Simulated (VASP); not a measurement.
# MgI2 in VASP: further runs

The runs below take MgI2 through single point, with PBE, r2SCAN.

Everything below comes from runs of VASP 6.6.1. Logs are shortened: lines on timing, memory, paths and dates and some standing lists are left out, and cuts for length are marked.

## Step 1: The cell of the first run

Symmetry: C2/m, No. 12, monoclinic system. The conventional cell has a = 7.201 Å, b = 3.988 Å, c = 6.873 Å, α = 90.00°, β = 90.00°, γ = 90.00°. Mg (site symmetry 2/m) has 6 I at 2.88 to 2.93 Å within 3.8 Å. I (site symmetry m) has 3 Mg at 2.88 to 2.93 Å within 3.8 Å.

## Step 2: Single point, PBE (uniaxial x strain -4.1%)

File INCAR:

```
SYSTEM = MgI2
  ALGO = Normal
  EDIFF = 1E-7
  ENCUT = 520
  GGA = PE
  ISIF = 2
  ISMEAR = -1
  LASPH = .TRUE.
  LCHARG = .TRUE.
  LELF = .TRUE.
  LREAL = .FALSE.
  LVHAR = .TRUE.
  LWAVE = .FALSE.
  NBANDS = 15
  NELM = 60
  PREC = Accurate
  SIGMA = 0.02
```

File KPOINTS:

```
k-points
0
G
  12 12 4
  0 0 0
```

File POSCAR:

```
MgI2
1.0
    3.9880144954      0.0000000000      0.0000000000
   -1.9940072477      3.6002521252      0.0000000000
    0.0000000000      0.0000000000      6.8733251917
Mg I
1 2
Direct
    0.0000000000      0.0000000000      0.0000000000
    0.3324251757      0.6648503515      0.2462060004
    0.6675748243      0.3351496485      0.7537939996
```

Potentials or basis: VASP PAW PBE potentials, release 64 (Mg, I).

Command:

```bash
> cat potpaw_PBE.64/Mg/POTCAR potpaw_PBE.64/I/POTCAR > POTCAR
> mpirun -np 1 vasp_std > vasp.out
```

OUTCAR:

```text
SYSTEM = MgI2
   EDIFF = 1E-7
   ENCUT = 520
   GGA = PE
   ISIF = 2
   ISMEAR = -1
   LASPH = .TRUE.
   LREAL = .FALSE.
   NELM = 60
   PREC = Accurate

 ion  position               nearest neighbor table
   1  0.000  0.000  0.000-   2 2.88   3 2.88   3 2.88   2 2.88   3 2.93   2 2.93
   2  0.332  0.665  0.246-   1 2.88   1 2.88   1 2.93
   3  0.668  0.335  0.754-   1 2.88   1 2.88   1 2.93

  LATTYP: Found a base centered orthorhombic cell.
 ALAT       =     3.9880144954
 B/A-ratio  =     1.8055361280
 C/A-ratio  =     1.7234955389

  Lattice vectors:

 A1 = (   1.9940072477,  -3.6002521252,   0.0000000000)
 A2 = (   1.9940072477,   3.6002521252,   0.0000000000)
 A3 = (   0.0000000000,   0.0000000000,   6.8733251917)

Analysis of symmetry for initial positions (statically):
=====================================================================
 Subroutine PRICEL returns:
 Original cell was already a primitive cell.

 Routine SETGRP: Setting up the symmetry group for a
 base centered orthorhombic supercell.

 Subroutine GETGRP returns: Found  4 space group operations
 (whereof  4 operations were pure point group operations)
 out of a pool of  8 trial point group operations.

The static configuration has the point symmetry C_2h.

Analysis of symmetry for dynamics (positions and initial velocities):
=====================================================================
 Subroutine PRICEL returns:
 Original cell was already a primitive cell.

 Routine SETGRP: Setting up the symmetry group for a
 base centered orthorhombic supercell.

 Subroutine GETGRP returns: Found  4 space group operations
 (whereof  4 operations were pure point group operations)
 out of a pool of  8 trial point group operations.

The dynamic configuration has the point symmetry C_2h.

 Subroutine INISYM returns: Found  4 space group operations
 (whereof  4 operations are pure point group operations),
 and found     1 'primitive' translations

----------------------------------------------------------------------------------------

                                     Primitive cell

  volume of cell :      98.6862

  direct lattice vectors                    reciprocal lattice vectors
     3.988014495  0.000000000  0.000000000     0.250751345  0.138879163  0.000000000
    -1.994007248  3.600252125  0.000000000     0.000000000  0.277758325  0.000000000
     0.000000000  0.000000000  6.873325192     0.000000000  0.000000000  0.145489988

  length of vectors
     3.988014495  4.115565607  6.873325192     0.286642040  0.277758325  0.145489988

  position of ions in fractional coordinates (direct lattice)
     0.000000000  0.000000000  0.000000000
     0.332425176  0.664850352  0.246206000
[... 95 lines left out ...]
   EFERMI_NEDOS =   21; number of points for ismear=-14 and -15
   IALGO  =     38    algorithm
   IMIX   =      4    mixing-type and parameters
     AMIX     =   0.40;   BMIX     =  1.00
     AMIX_MAG =   1.60;   BMIX_MAG =  1.00
  volume/ion in A,a.u.               =      32.90       221.99
  Fermi-wavevector in a.u.,A,eV,Ry     =   0.892680  1.686921 10.842186  0.796878
  Thomas-Fermi vector in A             =   2.014661
   LORBIT       =      0    0 simple, 1 ext, 2 COOP (PROOUT), +10 PAW based schemes
   GGA     = PE    functional components
   LHFCALC =     F    Hartree Fock is set to
   AEXX    =    0.0000 exact exchange contribution
   IVDW    =     0    specifies the selected vdW correction
   LEPSILON=     F    determine dielectric tensor
   LRPA    =     F    only Hartree local field effects (RPA)
 non-spin polarized calculation
  energy-cutoff  :      520.00
  volume of cell :       98.69
 maximum number of plane-waves:      2680
 NGX is ok and might be reduce to    30
   NGX = 15   NGY = 15   NGZ = 25

 number of electron      15.9999999 magnetization

 Free energy of the ion-electron system (eV)
  ---------------------------------------------------
  ext. energy  EPLUGINS =         0.00000000
  ---------------------------------------------------
  free energy    TOTEN  =        -7.64479029 eV

  energy without entropy =       -7.64479029  energy(sigma->0) =       -7.64479029

 E-fermi :   3.2050     XC(G=0):  -8.3860

 val. band max:        2.7944884930   @ k =   0.0000   0.0000   0.0000
 cond. band min:       6.1528052605   @ k =   0.5000   0.0000   0.2500
 fundamental gap:      3.3583167675
 Fermi energy:         3.2050060951

 k-point     1 :       0.0000    0.0000    0.0000
  band No.  band energies     occupation
      1      -9.5474      2.00000
      2      -8.8179      2.00000
      3      -1.0914      2.00000
      4       2.2096      2.00000
      5       2.4107      2.00000
      6       2.5312      2.00000
      7       2.6418      2.00000
      8       2.7945      2.00000
      9       6.5185      0.00000
     10       7.5522      0.00000
     11       9.3542      0.00000
     12       9.7551      0.00000
     13       9.9815      0.00000
     14      10.6551      0.00000
[... 401 lines left out ...]
      2      -8.5114      2.00000
      3      -0.9289      2.00000
      4      -0.1419      2.00000
      5       0.6450      2.00000
      6       0.8261      2.00000
      7       1.5321      2.00000
      8       1.5983      2.00000
      9       6.6060      0.00000
     10       8.5136      0.00000
     11       8.9419      0.00000
     12       9.6268      0.00000
     13      10.5201      0.00000
     14      11.8458      0.00000
     15      12.3173      0.00000

 [... further k-points ...]

------------------------ aborting loop because EDIFF is reached ----------------------------------------

  FORCE on cell =-STRESS in cart. coord.  units (eV):
  Direction    XX          YY          ZZ          XY          YZ          ZX
  --------------------------------------------------------------------------------------
  -------------------------------------------------------------------------------------
  Total        2.0386935      1.0147292      0.9957149      0.0000000     -0.0535260      0.0000000
  in kB       33.0983220     16.4741956     16.1654972      0.0000000     -0.8689983      0.0000000
  external PRESSURE =      21.9126716 kB  Pullay stress =       0.0000000 kB

 VOLUME and BASIS-vectors are now :
 -----------------------------------------------------------------------------
  energy-cutoff  :      520.00
  volume of cell :       98.69
      direct lattice vectors                 reciprocal lattice vectors
     3.988014495  0.000000000  0.000000000     0.250751345  0.138879163  0.000000000
    -1.994007248  3.600252125  0.000000000     0.000000000  0.277758325  0.000000000
     0.000000000  0.000000000  6.873325192     0.000000000  0.000000000  0.145489988

 POSITION                                       TOTAL-FORCE (eV/Angst)
 -----------------------------------------------------------------------------------
      0.00000      0.00000      0.00000         0.000000      0.000000      0.000000
     -0.00000      2.39363      1.69225         0.000000     -0.005882      0.009346
      1.99401      1.20662      5.18107         0.000000      0.005882     -0.009346
 -----------------------------------------------------------------------------------
    total drift:                                0.000000     -0.000000      0.000000

  FREE ENERGIE OF THE ION-ELECTRON SYSTEM (eV)
  ---------------------------------------------------
  free  energy   TOTEN  =        -7.6447902906 eV

  energy  without entropy=       -7.6447902906  energy(sigma->0) =       -7.64479029
```

OSZICAR:

```text
N       E                     dE             d eps       ncg     rms          rms(c)
DAV:   1     0.761100392405E+02    0.76110E+02   -0.58267E+03  4920   0.846E+02
DAV:   2    -0.195662670891E+01   -0.78067E+02   -0.70963E+02  6945   0.132E+02
DAV:   3    -0.767731181810E+01   -0.57207E+01   -0.56959E+01  6558   0.409E+01
DAV:   4    -0.778035275977E+01   -0.10304E+00   -0.10303E+00  6732   0.661E+00
DAV:   5    -0.778169433353E+01   -0.13416E-02   -0.13416E-02  6785   0.706E-01    0.429E+00
DAV:   6    -0.766777650688E+01    0.11392E+00   -0.10316E-01  5648   0.164E+00    0.288E+00
DAV:   7    -0.764662707821E+01    0.21149E-01   -0.11862E-01  5998   0.172E+00    0.701E-01
DAV:   8    -0.764465561872E+01    0.19715E-02   -0.75537E-03  5718   0.495E-01    0.272E-01
DAV:   9    -0.764479861374E+01   -0.14300E-03   -0.97544E-04  6579   0.184E-01    0.108E-01
DAV:  10    -0.764478305083E+01    0.15563E-04   -0.39987E-05  6278   0.445E-02    0.360E-02
DAV:  11    -0.764478990964E+01   -0.68588E-05   -0.16601E-05  6124   0.249E-02    0.303E-02
DAV:  12    -0.764479026438E+01   -0.35473E-06   -0.12101E-06  6530   0.551E-03    0.826E-03
DAV:  13    -0.764479029059E+01   -0.26213E-07   -0.26380E-08  4700   0.108E-03
   1 F= -.76447903E+01 E0= -.76447903E+01  d E =-.499609E-11
```

Wall time 98 s (1 thread of Intel Xeon 6975P-C (Granite Rapids), shared host); peak memory 0.39 GiB.

What came out:

* Free energy: -7.6448 eV
* Pressure: 2.2 GPa
* Largest force: 0.011 eV/Å
* Band gap on the k mesh: 3.36 eV (least direct gap 3.72 eV)

Forces in eV/Å, atoms in the order of the input:
```
Mg   0.000  0.000  0.000
I    0.000 -0.006  0.009
I    0.000  0.006 -0.009
```

Stress tensor (GPa, compression positive):
```
 3.31  0.00  0.00
 0.00  1.65 -0.09
 0.00 -0.09  1.62
```

Caveat: the cell differs from its parent crystal (uniaxial x strain -4.1%); spin-orbit coupling is left out, which moves the levels of the heavy elements; this functional lacks dispersion, which binds layers or chains, so the pressure and a relaxed spacing across them are unreliable.

## Step 3: Single point, r2SCAN (uniaxial x strain -4.1%)

POSCAR is that of step 2.

File INCAR.step1:

```
SYSTEM = MgI2
PREC = Accurate
ENCUT = 520
ISMEAR = 0
SIGMA = 0.01
LREAL = .False.
LASPH = .True.
NELM = 80
NBANDS = 15
GGA = PE
ALGO = Normal
EDIFF = 1E-4
LWAVE = .True.
LCHARG = .False.
```

File INCAR.step2:

```
SYSTEM = MgI2
PREC = Accurate
ENCUT = 520
EDIFF = 1E-7
ISMEAR = 0
SIGMA = 0.01
LREAL = .False.
LASPH = .True.
NELM = 80
ALGO = Normal
ISIF = 2
LWAVE = .False.
LCHARG = .True.
METAGGA = R2SCAN
LMIXTAU = .True.
LELF = .True.
LVHAR = .True.
NBANDS = 15
ISTART = 1
```

File KPOINTS:

```
regular mesh
0
Gamma
  12 12 4
  0 0 0
```

Potentials or basis: VASP PAW PBE potentials, release 64 (Mg, I).

Command:

```bash
> cat potpaw_PBE.64/Mg/POTCAR potpaw_PBE.64/I/POTCAR > POTCAR
> cp INCAR.step1 INCAR
> mpirun -np 1 vasp_std > vasp.out
> cp INCAR.step2 INCAR
> mpirun -np 1 vasp_std > vasp.out
```

OUTCAR:

```text
SYSTEM = MgI2
   PREC = Accurate
   ENCUT = 520
   EDIFF = 1E-7
   ISMEAR = 0
   LREAL = .False.
   LASPH = .True.
   NELM = 80
   ISIF = 2
   METAGGA = R2SCAN
   ISTART = 1

 ion  position               nearest neighbor table
   1  0.000  0.000  0.000-   2 2.88   3 2.88   3 2.88   2 2.88   3 2.93   2 2.93
   2  0.332  0.665  0.246-   1 2.88   1 2.88   1 2.93
   3  0.668  0.335  0.754-   1 2.88   1 2.88   1 2.93

  LATTYP: Found a base centered orthorhombic cell.
 ALAT       =     3.9880144954
[... 628 lines left out ...]

  FORCE on cell =-STRESS in cart. coord.  units (eV):
  Direction    XX          YY          ZZ          XY          YZ          ZX
  --------------------------------------------------------------------------------------
  -------------------------------------------------------------------------------------
  Total        1.8288373      0.7112042      0.5548389      0.0000000     -0.0372489      0.0000000
  in kB       29.6912934     11.5464469      9.0078454      0.0000000     -0.6047386      0.0000000
  external PRESSURE =      16.7485285 kB  Pullay stress =       0.0000000 kB

 VOLUME and BASIS-vectors are now :
 -----------------------------------------------------------------------------
  energy-cutoff  :      520.00
  volume of cell :       98.69
      direct lattice vectors                 reciprocal lattice vectors
     3.988014495  0.000000000  0.000000000     0.250751345  0.138879163  0.000000000
    -1.994007248  3.600252125  0.000000000     0.000000000  0.277758325  0.000000000
     0.000000000  0.000000000  6.873325192     0.000000000  0.000000000  0.145489988

 POSITION                                       TOTAL-FORCE (eV/Angst)
 -----------------------------------------------------------------------------------
      0.00000      0.00000      0.00000         0.000000      0.000000      0.000000
     -0.00000      2.39363      1.69225         0.000000      0.001319     -0.045020
      1.99401      1.20662      5.18107         0.000000     -0.001319      0.045020
 -----------------------------------------------------------------------------------
    total drift:                                0.000000     -0.000000      0.000000

  FREE ENERGIE OF THE ION-ELECTRON SYSTEM (eV)
  ---------------------------------------------------
  free  energy   TOTEN  =       -56.8799725066 eV

  energy  without entropy=      -56.8799725066  energy(sigma->0) =      -56.87997251
```

OSZICAR.step1:

```text
N       E                     dE             d eps       ncg     rms          rms(c)
DAV:   1     0.761109331109E+02    0.76111E+02   -0.58267E+03  4920   0.846E+02
DAV:   2    -0.195662670866E+01   -0.78068E+02   -0.70977E+02  6945   0.132E+02
DAV:   3    -0.767731181808E+01   -0.57207E+01   -0.56959E+01  6558   0.409E+01
DAV:   4    -0.778035275974E+01   -0.10304E+00   -0.10303E+00  6732   0.661E+00
DAV:   5    -0.778169433348E+01   -0.13416E-02   -0.13416E-02  6785   0.706E-01    0.429E+00
DAV:   6    -0.766777650685E+01    0.11392E+00   -0.10316E-01  5648   0.164E+00    0.288E+00
DAV:   7    -0.764662707817E+01    0.21149E-01   -0.11862E-01  5998   0.172E+00    0.701E-01
DAV:   8    -0.764465561869E+01    0.19715E-02   -0.75537E-03  5718   0.495E-01    0.272E-01
DAV:   9    -0.764479861370E+01   -0.14300E-03   -0.97544E-04  6579   0.184E-01    0.108E-01
DAV:  10    -0.764478271391E+01    0.15900E-04   -0.36618E-05  4301   0.445E-02
   1 F= -.76447827E+01 E0= -.76447827E+01  d E =-.769049E-32
```

Wall time 8.2 min (1 thread of Intel Xeon 6975P-C (Granite Rapids), shared host); peak memory 0.41 GiB.

What came out:

- Free energy: -56.8800 eV
- Pressure: 1.7 GPa
- Largest force: 0.045 eV/Å
- Band gap on the k mesh: 3.95 eV (least direct gap 4.55 eV)

Forces in eV/Å, atoms in the order of the input:
```
Mg   0.000  0.000  0.000
I    0.000  0.001 -0.045
I    0.000 -0.001  0.045
```

Caveat: the cell differs from its parent crystal (uniaxial x strain -4.1%); the PAW data sets were made with another functional, which shifts forces and pressure a little; spin-orbit coupling is left out, which moves the levels of the heavy elements. A k mesh can miss the band edges.

## Step 4: Single point, PBE (shear xy strain +2.6%)

File INCAR:

```
PREC = Accurate
ENCUT = 520
EDIFF = 1E-6
ISMEAR = -1
SIGMA = 0.02
LREAL = False
LASPH = True
NELM = 60
ALGO = Normal
ISIF = 2
LWAVE = False
LCHARG = False
GGA = PE
NBANDS = 15
```

File KPOINTS:

```
regular mesh
0
Gamma
  12 12 4
```

File POSCAR:

```
MgI2
1.0
    4.1572130673      0.0550830731      0.0000000000
   -2.0309031929      3.5727105886      0.0000000000
    0.0000000000      0.0000000000      6.8733251917
Mg I
1 2
Direct
    0.0000000000      0.0000000000      0.0000000000
    0.3333333333      0.6666666667      0.2426220944
    0.6666666667      0.3333333333      0.7573779056
```

Command:

```bash
> cat potpaw_PBE.64/Mg/POTCAR potpaw_PBE.64/I/POTCAR > POTCAR
> mpirun -np 1 vasp_std > vasp.out
```

It took 2 min on 1 thread of Intel Xeon 6975P-C (Granite Rapids), shared host; peak memory 0.57 GiB.

Results (log left out):

| Item | Value |
| --- | --- |
| Free energy | -7.6953 eV |
| Pressure | 1.1 GPa |
| Largest force | 0.007 eV/Å |
| Band gap on the k mesh | 3.42 eV (least direct gap 3.66 eV) |

Forces on the atoms (eV/Å):
```
Mg   0.000  0.000  0.000
I    0.006 -0.001  0.003
I   -0.006  0.001 -0.003
```

Stress tensor (GPa, compression positive):
```
 1.01 -0.44  0.05
-0.44  1.03 -0.01
 0.05 -0.01  1.23
```

Levels at points of the mesh, in eV from the valence-band top:
| k point | band 6 | band 7 | band 8 | band 9 | band 10 | band 11 |
| --- | --- | --- | --- | --- | --- | --- |
| (0.00, 0.00, 0.00) | -0.16 | -0.06 | 0.00 | 3.66 | 4.73 | 6.53 |
| (0.50, 0.00, 0.00) | -1.30 | -0.93 | -0.39 | 3.69 | 5.41 | 5.50 |
| (0.00, 0.50, 0.00) | -1.40 | -0.93 | -0.48 | 3.60 | 5.30 | 5.49 |
| (0.50, 0.50, 0.00) | -1.51 | -0.93 | -0.56 | 3.51 | 5.19 | 5.48 |
| (0.00, 0.00, 0.50) | -0.33 | -0.25 | -0.15 | 4.61 | 4.82 | 6.36 |
| (0.50, 0.00, 0.50) | -1.12 | -0.81 | -0.63 | 3.56 | 5.23 | 5.64 |
| (0.00, 0.50, 0.50) | -1.13 | -0.82 | -0.72 | 3.51 | 5.19 | 5.66 |
| (0.50, 0.50, 0.50) | -1.13 | -0.83 | -0.81 | 3.45 | 5.14 | 5.69 |

Caveat: the cell differs from its parent crystal (shear xy strain +2.6%); spin-orbit coupling is left out, which moves the levels of the heavy elements. A k mesh can miss the band edges.

## Step 5: Summary

```csv
level,cell,smearing,gap on the mesh (eV),pressure (GPa),largest force (eV/Å)
PBE,"a = 3.988, b = 4.116, c = 6.873 Å, angles 90.0, 90.0, 119.0°, 3 atoms, uniaxial x strain -4.1%",fermi-dirac 0.02 eV,3.36,2.2,0.01
r2SCAN,"a = 3.988, b = 4.116, c = 6.873 Å, angles 90.0, 90.0, 119.0°, 3 atoms, uniaxial x strain -4.1%",gaussian 0.01 eV,3.95,1.7,0.05
PBE,"a = 4.158, b = 4.110, c = 6.873 Å, angles 90.0, 90.0, 118.9°, 3 atoms, shear xy strain +2.6%",fermi-dirac 0.02 eV,3.42,1.1,0.01
```

Alike in all rows: task single point; potentials or basis VASP PAW PBE potentials, release 64 (Mg, I); no spin polarisation; k mesh 12 × 12 × 4; cutoff (eV) 520.

Caveats: spin-orbit coupling is left out, which moves the levels of the heavy elements; this functional lacks dispersion, which binds layers or chains, so the pressure and a relaxed spacing across them are unreliable (at least some runs); the PAW data sets were made with another functional, which shifts forces and pressure a little (at least some runs).

Absolute energies hang on the potentials; compare differences alone.
